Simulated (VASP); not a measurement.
Write the native input for VASP 6.6.1 that does the following.

- Task: single point
- Functional: PBE
- Potentials or basis: VASP PAW PBE potentials, release 64 (Sr_sv, O)
- Cutoff: 520 eV
- k mesh: 8 × 8 × 8
- Occupations: gaussian, width 0.05 eV
- Spin: no spin polarisation
- Dipole correction: no
- Further INCAR settings: ALGO = Normal; EDIFF = 1e-06; NBANDS = 15

The structure of SrO lies in POSCAR:

```
SrO
1.0
    0.0000000000      2.6340450000      2.5698000000
    2.6340450000      0.0000000000      2.5698000000
    2.6340450000      2.6340450000      0.0000000000
Sr O
1 1
Direct
    0.0000000000      0.0000000000      0.0000000000
    0.5000000000      0.5000000000      0.5000000000
```

This cell differs from its parent crystal: strain +0.025 along x and y, +0.000 along z.

The input as run:

INCAR

```
  PREC = Accurate
  ENCUT = 520
  EDIFF = 1E-6
  ISMEAR = 0
  SIGMA = 0.05
  LREAL = False
  LASPH = True
  NELM = 80
  ALGO = Normal
  ISIF = 2
  LWAVE = False
  LCHARG = False
  GGA = PE
  NBANDS = 15
```

KPOINTS

```
Automatic mesh
0
Gamma
  8 8 8
```

Potentials or basis: VASP PAW PBE potentials, release 64 (Sr_sv, O).

Launch:

```console
$ cat potpaw_PBE.64/Sr_sv/POTCAR potpaw_PBE.64/O/POTCAR > POTCAR
$ mpirun -np 1 vasp_std > vasp.out
```

It gave:

| Item | Value |
| --- | --- |
| Pressure | -0.8 GPa |
| Band gap on the k mesh | 3.18 eV, indirect (least direct gap 3.37 eV) |

Caveat: the cell differs from its parent crystal (strain +0.025 along x and y, +0.000 along z).

Run time: 40 s on 1 thread of AMD EPYC 9R45, with other jobs on the host, peak memory 0.15 GiB.
